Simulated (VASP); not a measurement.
# Na (P2_1/m) in VASP: a series of runs, part 2 of 2

VASP 6.6.1.

### 3 Single point, LDA (atoms displaced along a vibrational mode, the cell strained)

INCAR reads:

```
SYSTEM = Na
  PREC = Accurate
  ENCUT = 520
  EDIFF = 1E-7
  ISMEAR = 0
  SIGMA = 0.15
  LREAL = .FALSE.
  LASPH = .TRUE.
  NELM = 60
  ALGO = Fast
  ISIF = 2
  LWAVE = .FALSE.
  LCHARG = .FALSE.
  NBANDS = 14
```

KPOINTS reads:

```
Automatic mesh
0
G
  15 15 8
  0 0 0
```

POSCAR reads:

```
Na
1.0
    3.7176600610      0.0000000000      0.0000000000
   -1.8588300305      3.2195880554      0.0000000000
    0.0000000000      0.0000000000      5.8981745703
Na
2
Direct
    0.1400154968      0.6666666667      0.2500000000
    0.8599845032      0.3333333333      0.7500000000
```

Potentials or basis: VASP PAW LDA potentials, release 64 (Na_pv).

Launch:

```sh
cat potpaw_LDA.64/Na_pv/POTCAR > POTCAR
mpirun -np 1 vasp_std > vasp.out
```

OUTCAR:

```text
SYSTEM = Na
   PREC = Accurate
   ENCUT = 520
   EDIFF = 1E-7
   ISMEAR = 0
   LREAL = .FALSE.
   LASPH = .TRUE.
   NELM = 60
   ISIF = 2

 ion  position               nearest neighbor table
   1  0.140  0.667  0.250-
   2  0.860  0.333  0.750-

  LATTYP: Found a hexagonal cell.
 ALAT       =     3.7176600610
 C/A-ratio  =     1.5865287502

  Lattice vectors:

 A1 = (   3.7176600610,   0.0000000000,   0.0000000000)
 A2 = (  -1.8588300305,   3.2195880554,   0.0000000000)
[... 596 lines left out ...]
------------------------ aborting loop because EDIFF is reached ----------------------------------------

  FORCE on cell =-STRESS in cart. coord.  units (eV):
  Direction    XX          YY          ZZ          XY          YZ          ZX
  --------------------------------------------------------------------------------------
  -------------------------------------------------------------------------------------
  Total       -0.5351193     -0.2557789      0.4224047      0.1531480      0.0000000      0.0000000
  in kB      -12.1443305     -5.8048052      9.5863152      3.4756357      0.0000000      0.0000000
  external PRESSURE =      -2.7876068 kB  Pullay stress =       0.0000000 kB

 VOLUME and BASIS-vectors are now :
 -----------------------------------------------------------------------------
  energy-cutoff  :      520.00
  volume of cell :       70.60
      direct lattice vectors                 reciprocal lattice vectors
     3.717660061  0.000000000  0.000000000     0.268986401  0.155299371  0.000000000
    -1.858830031  3.219588055  0.000000000     0.000000000  0.310598742  0.000000000
     0.000000000  0.000000000  5.898174570     0.000000000  0.000000000  0.169543981

 POSITION                                       TOTAL-FORCE (eV/Angst)
 -----------------------------------------------------------------------------------
     -0.71869      2.14639      1.47454         0.060851      0.161542      0.000000
      2.57752      1.07320      4.42363        -0.060851     -0.161542     -0.000000
 -----------------------------------------------------------------------------------
    total drift:                               -0.000000      0.000000      0.000000

  FREE ENERGIE OF THE ION-ELECTRON SYSTEM (eV)
  ---------------------------------------------------
  free  energy   TOTEN  =        -2.8133096194 eV

  energy  without entropy=       -2.8016721002  energy(sigma->0) =       -2.80749086
```

OSZICAR:

```text
N       E                     dE             d eps       ncg     rms          rms(c)
DAV:   1     0.995789302578E+02    0.99579E+02   -0.76721E+03 15820   0.961E+02
DAV:   2     0.874138412485E+00   -0.98705E+02   -0.97594E+02 16564   0.276E+02
DAV:   3    -0.276777928880E+01   -0.36419E+01   -0.36386E+01 20008   0.603E+01
DAV:   4    -0.281707958804E+01   -0.49300E-01   -0.49298E-01 17602   0.756E+00
DAV:   5    -0.281816958375E+01   -0.10900E-02   -0.10900E-02 20038   0.112E+00    0.295E-01
RMM:   6    -0.281514185616E+01    0.30277E-02   -0.13045E-03 20130   0.419E-01    0.192E-01
RMM:   7    -0.281330965591E+01    0.18322E-02   -0.18394E-03 20339   0.407E-01    0.324E-02
RMM:   8    -0.281329512888E+01    0.14527E-04   -0.48063E-04 19728   0.378E-01    0.605E-03
RMM:   9    -0.281330601969E+01   -0.10891E-04   -0.11593E-04 23294   0.127E-01    0.477E-03
RMM:  10    -0.281330907630E+01   -0.30566E-05   -0.36550E-05 20948   0.106E-01    0.394E-03
RMM:  11    -0.281330901418E+01    0.62123E-07   -0.13044E-05 22019   0.453E-02    0.464E-04
RMM:  12    -0.281330949811E+01   -0.48393E-06   -0.48287E-06 20658   0.307E-02    0.732E-04
RMM:  13    -0.281330968428E+01   -0.18617E-06   -0.84081E-07 13870   0.130E-02    0.156E-03
RMM:  14    -0.281331049127E+01   -0.80698E-06   -0.12949E-06 18389   0.171E-02    0.402E-03
RMM:  15    -0.281331034552E+01    0.14574E-06   -0.95277E-08  9192   0.423E-03    0.361E-03
RMM:  16    -0.281331069192E+01   -0.34640E-06   -0.19969E-07  9528   0.663E-03    0.459E-03
RMM:  17    -0.281330961924E+01    0.10727E-05   -0.35311E-06 22208   0.266E-02    0.470E-04
RMM:  18    -0.281330961940E+01   -0.15621E-09   -0.14443E-08  8733   0.148E-03
   1 F= -.28133096E+01 E0= -.28074909E+01  d E =-.116375E-01
```

stdout:

```text
POSCAR found type information on POSCAR Na
 POSCAR found :  1 types and       2 ions
 scaLAPACK will be used
 LDA part: xc-table for (Slater(with rela. corr.)+CA(PZ))
 , standard interpolation
 POSCAR, INCAR and KPOINTS ok, starting setup
 FFT: planning ... GRIDC
 FFT: planning ... GRID_SOFT
 FFT: planning ... GRID
 WAVECAR not read
 entering main loop
WARNING in EDDRMM: call to ZHEGV failed, returncode =   8  4     14
WARNING in EDDRMM: call to ZHEGV failed, returncode =   8  4     12
```

Run time: 9.8 min. Hardware: 1 thread of Intel Xeon 8259CL, shared host; peak memory 0.47 GiB.

Results:

```yaml
Free_energy: -2.8133 eV
Pressure: -0.3 GPa
Largest_force: 0.173 eV/Å
Band_gap_on_the_k_mesh: zero (bands 7 and 8 overlap by 4.42 eV)
```

Forces in eV/Å, atoms in the order of the input:
```
Na   0.061  0.162  0.000
Na  -0.061 -0.162  0.000
```

Caveat: the cell differs from its parent crystal (atoms displaced along a vibrational mode, the cell strained).

### 4 Single point, LDA (atoms displaced along a vibrational mode, the cell strained)

INCAR reads:

```
ALGO = Fast ; EDIFF = 1E-6
ENCUT = 520 ; GGA = CA
ISIF = 2 ; ISMEAR = 0
LASPH = True ; LCHARG = True
LELF = True ; LREAL = False
LVHAR = True ; LWAVE = False
NBANDS = 14 ; NELM = 60
PREC = Accurate ; SIGMA = 0.15
```

KPOINTS reads:

```
k-points
0
Gamma
  15 15 8
```

POSCAR reads:

```
Na
1.0
    3.7176600610      0.0000000000      0.0000000000
   -1.8588300305      3.2195880554      0.0000000000
    0.0000000000      0.0000000000      5.8981745703
Na
2
Direct
    0.2689032601      0.6666666667      0.2500000000
    0.7310967399      0.3333333333      0.7500000000
```

Potentials or basis: VASP PAW LDA potentials, release 64 (Na_pv).

Launch:

```sh
cat potpaw_LDA.64/Na_pv/POTCAR > POTCAR
mpirun -np 1 vasp_std > vasp.out
```

OUTCAR:

```text
EDIFF = 1E-6
   ENCUT = 520
   GGA = CA
   ISIF = 2
   ISMEAR = 0
   LASPH = True
   LREAL = False
   NELM = 60
   PREC = Accurate

 ion  position               nearest neighbor table
   1  0.269  0.667  0.250-
   2  0.731  0.333  0.750-

  LATTYP: Found a hexagonal cell.
 ALAT       =     3.7176600610
 C/A-ratio  =     1.5865287502

  Lattice vectors:

 A1 = (   3.7176600610,   0.0000000000,   0.0000000000)
[... 593 lines left out ...]
     14      11.8474      0.00000

 [... further k-points ...]

------------------------ aborting loop because EDIFF is reached ----------------------------------------

  FORCE on cell =-STRESS in cart. coord.  units (eV):
  Direction    XX          YY          ZZ          XY          YZ          ZX
  --------------------------------------------------------------------------------------
  -------------------------------------------------------------------------------------
  Total       -0.2933665     -0.2490239     -0.0586593      0.1676515      0.0000000      0.0000000
  in kB       -6.6578420     -5.6515028     -1.3312514      3.8047883      0.0000000      0.0000000
  external PRESSURE =      -4.5468654 kB  Pullay stress =       0.0000000 kB

 VOLUME and BASIS-vectors are now :
 -----------------------------------------------------------------------------
  energy-cutoff  :      520.00
  volume of cell :       70.60
      direct lattice vectors                 reciprocal lattice vectors
     3.717660061  0.000000000  0.000000000     0.268986401  0.155299371  0.000000000
    -1.858830031  3.219588055  0.000000000     0.000000000  0.310598742  0.000000000
     0.000000000  0.000000000  5.898174570     0.000000000  0.000000000  0.169543981

 POSITION                                       TOTAL-FORCE (eV/Angst)
 -----------------------------------------------------------------------------------
     -0.23953      2.14639      1.47454         0.064121      0.027985      0.000000
      2.09836      1.07320      4.42363        -0.064121     -0.027985      0.000000
 -----------------------------------------------------------------------------------
    total drift:                               -0.000000      0.000000     -0.000000

  FREE ENERGIE OF THE ION-ELECTRON SYSTEM (eV)
  ---------------------------------------------------
  free  energy   TOTEN  =        -2.8907898608 eV

  energy  without entropy=       -2.8791560589  energy(sigma->0) =       -2.88497296
```

OSZICAR:

```text
N       E                     dE             d eps       ncg     rms          rms(c)
DAV:   1     0.996642734843E+02    0.99664E+02   -0.76733E+03 15828   0.961E+02
DAV:   2     0.810108561620E+00   -0.98854E+02   -0.97753E+02 16450   0.276E+02
DAV:   3    -0.284433324913E+01   -0.36544E+01   -0.36512E+01 20134   0.605E+01
DAV:   4    -0.289352340798E+01   -0.49190E-01   -0.49188E-01 17464   0.750E+00
DAV:   5    -0.289461184950E+01   -0.10884E-02   -0.10884E-02 20134   0.112E+00    0.283E-01
RMM:   6    -0.289218541826E+01    0.24264E-02   -0.12098E-03 20108   0.403E-01    0.185E-01
RMM:   7    -0.289078609153E+01    0.13993E-02   -0.16862E-03 20332   0.391E-01    0.306E-02
RMM:   8    -0.289077643671E+01    0.96548E-05   -0.44115E-04 19588   0.366E-01    0.581E-03
RMM:   9    -0.289078632881E+01   -0.98921E-05   -0.10695E-04 23117   0.124E-01    0.448E-03
RMM:  10    -0.289078944913E+01   -0.31203E-05   -0.35509E-05 20859   0.105E-01    0.395E-03
RMM:  11    -0.289078939594E+01    0.53193E-07   -0.12925E-05 20953   0.449E-02    0.479E-04
RMM:  12    -0.289078986078E+01   -0.46484E-06   -0.47494E-06 13175   0.303E-02
   1 F= -.28907899E+01 E0= -.28849730E+01  d E =-.116338E-01
```

stdout:

```text
POSCAR found type information on POSCAR Na
 POSCAR found :  1 types and       2 ions
 scaLAPACK will be used
 LDA part: xc-table for (Slater(with rela. corr.)+CA(PZ))
 , standard interpolation
 POSCAR, INCAR and KPOINTS ok, starting setup
 FFT: planning ... GRIDC
 FFT: planning ... GRID_SOFT
 FFT: planning ... GRID
 WAVECAR not read
 entering main loop
```

Wall time 6.4 min (1 thread of Intel Xeon 8259CL, shared host); peak memory 0.47 GiB.

What came out:

| Quantity | Value |
| --- | --- |
| Free energy | -2.8908 eV |
| Pressure | -0.5 GPa |
| Largest force | 0.070 eV/Å |
| Band gap on the k mesh | zero (bands 7 and 8 overlap by 4.37 eV) |

Forces in eV/Å, atoms in the order of the input:
```
Na   0.064  0.028  0.000
Na  -0.064 -0.028  0.000
```

Levels at points of the mesh, in eV from the Fermi level:
| k point | band 5 | band 6 | band 7 | band 8 | band 9 | band 10 |
| --- | --- | --- | --- | --- | --- | --- |
| (0.00, 0.00, 0.00) | -24.92 | -24.92 | -3.40 | 0.71 | 1.14 | 9.93 |
| (0.00, 0.00, 0.50) | -24.92 | -24.92 | -2.29 | -2.29 | 5.98 | 5.98 |

Caveat: the cell differs from its parent crystal (atoms displaced along a vibrational mode, the cell strained).

### 5 The runs side by side

```tsv
cell	further INCAR settings	gap on the mesh (eV)	pressure (GPa)	largest force (eV/Å)
a = 3.669, b = 3.669, c = 5.898 Å, angles 90.0, 90.0, 120.0°, 2 atoms, atomic positions A	ALGO = Fast; EDIFF = 1e-06; NBANDS = 14	none	-0.2	0.13
a = 3.718, b = 3.718, c = 5.898 Å, angles 90.0, 90.0, 120.0°, 2 atoms, atomic positions B	ALGO = Fast; EDIFF = 1e-07; NBANDS = 14	none	-0.3	0.17
a = 3.718, b = 3.718, c = 5.898 Å, angles 90.0, 90.0, 120.0°, 2 atoms, atomic positions C	ALGO = Fast; EDIFF = 1e-06; NBANDS = 14	none	-0.5	0.07
```

Alike in all rows: task single point; level LDA; potentials or basis VASP PAW LDA potentials, release 64 (Na_pv); no spin polarisation; k mesh 15 × 15 × 8; cutoff (eV) 520; smearing gaussian 0.15 eV.

Absolute energies hang on the potentials; compare differences alone.
